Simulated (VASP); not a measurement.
Runs of VASP 6.6.1 on Ga. The structure is that of space group Pm-3m (No. 221), or close to it. The cells are those of the table. 

| cell | k mesh | gap on the mesh (eV) | pressure (GPa) |
| --- | --- | --- | --- |
| a = 2.693 Å, 1 atom | 13 × 13 × 13 | none | -4.0 |
| a = 2.515 Å, 1 atom | 13 × 13 × 13 | none | (b) |
| a = 2.625 Å, 1 atom | 20 × 20 × 20 | none | 0.3 |
| a = 2.589 Å, 1 atom | 13 × 13 × 13 | none | (a) |
| a = 2.553 Å, 1 atom | 13 × 13 × 13 | none | 6.8 |

Alike in all rows: task single point; level LDA; potentials or basis VASP PAW LDA potentials, release 64 (Ga_d); no spin polarisation; cutoff (eV) 520; smearing fermi-dirac 0.1 eV.

Task: Fill in the values left out.

Result: (a) 2.8; (b) 11.5.

A k mesh can miss the band edges, and the runs leave out spin-orbit coupling on Ga.

A gap of «none» marks levels without a gap at the run's occupations.
